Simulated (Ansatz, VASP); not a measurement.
Two plane-wave programs on Ga3Cl2

```
Ga Cl
1.0
     4.23303    0.00000    0.00000
    -2.11651    3.66591    0.00000
     0.00000    0.00000    6.58590
Ga Cl
3 2
Direct
  0.00000 0.00000 0.00000
  0.33333 0.66667 0.64500
  0.66667 0.33333 0.35500
  0.33333 0.66667 0.24500
  0.66667 0.33333 0.75500
```

Alike in both runs: task relaxation of cell and atoms; functional PBE; k mesh 6 × 6 × 4; occupations gaussian, width 0.1 eV; no spin polarisation.

|  | VASP | Ansatz |
| --- | --- | --- |
| version | VASP 6.6.1 | Ansatz 0.2.0 |
| potentials or method | VASP PAW PBE potentials, release 64 (Ga_d, Cl), cutoff 600 eV | scalar-relativistic, plane waves, PAW |
| valence electrons in the cell | 53 | 53 |

VASP gave:

| Quantity | Value |
| --- | --- |
| gap on the k mesh at the Fermi level, each at its own relaxed structure (eV) | none |
| relaxed volume (Å³/atom) | 25.74 |
| relaxed cell length with the largest relative difference (Å) | 4.029 |

**Question.** What did Ansatz give for the same quantities?

**Answer.** gap on the k mesh at the Fermi level, each at its own relaxed structure (eV): none; relaxed volume (Å³/atom): 29.22; relaxed cell length with the largest relative difference (Å): 4.392.

A gap of «none» marks a metal or a gap that the smearing closes. One of these differences is far larger than is usual between the two programs; its cause wasn't traced.

Noted on VASP's run: the volume moved by over 15 % at a fixed basis, so the end points are rough.
